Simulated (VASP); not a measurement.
Set up this calculation in VASP 6.6.1, as the native input.

* Task: single point
* Functional: PBEsol
* Potentials or basis: VASP PAW PBE potentials, release 64 (Ta_pv, Ru_pv)
* Cutoff: 520 eV
* k mesh: 20 × 20 × 12
* Occupations: gaussian, width 0.15 eV
* Spin: no spin polarisation
* Dipole correction: no
* Further INCAR settings: ALGO = Fast; EDIFF = 1e-06; NBANDS = 20

The structure of TaRu lies in POSCAR:

```
TaRu
1.0
    1.6274379467     -2.3038384428      0.0000000000
    1.6274379467      2.3038384428      0.0000000000
    0.0000000000      0.0000000000      4.3000391734
Ta Ru
1 1
Direct
    0.5000000000      0.5000000000      0.5000000000
    0.0000000000      0.0000000000      0.0000000000
```

This cell differs from its parent crystal: ratio of the length along z to the lengths across it x 1.05, volume and fractional coordinates fixed.

The input as run:

INCAR

```
SYSTEM = TaRu
ALGO = Fast ; EDIFF = 1E-6
ENCUT = 520 ; GGA = PS
ISIF = 2 ; ISMEAR = 0
LASPH = .True. ; LCHARG = .False.
LREAL = .False. ; LWAVE = .False.
NBANDS = 20 ; NELM = 60
PREC = Accurate ; SIGMA = 0.15
```

KPOINTS

```
k-points
0
Gamma
  20 20 12
  0 0 0
```

Potentials or basis: VASP PAW PBE potentials, release 64 (Ta_pv, Ru_pv).

The run is started by

```console
$ cat potpaw_PBE.64/Ta_pv/POTCAR potpaw_PBE.64/Ru_pv/POTCAR > POTCAR
$ mpirun -np 1 vasp_std > vasp.out
```

Results of the run:

```
Pressure : -9.6 GPa
```

Caveat: the PAW data sets were made with another functional, which shifts forces and pressure a little.

It took 4.2 min on 1 thread of Intel Xeon 6975P-C, with other jobs on the host, peak memory 0.57 GiB.
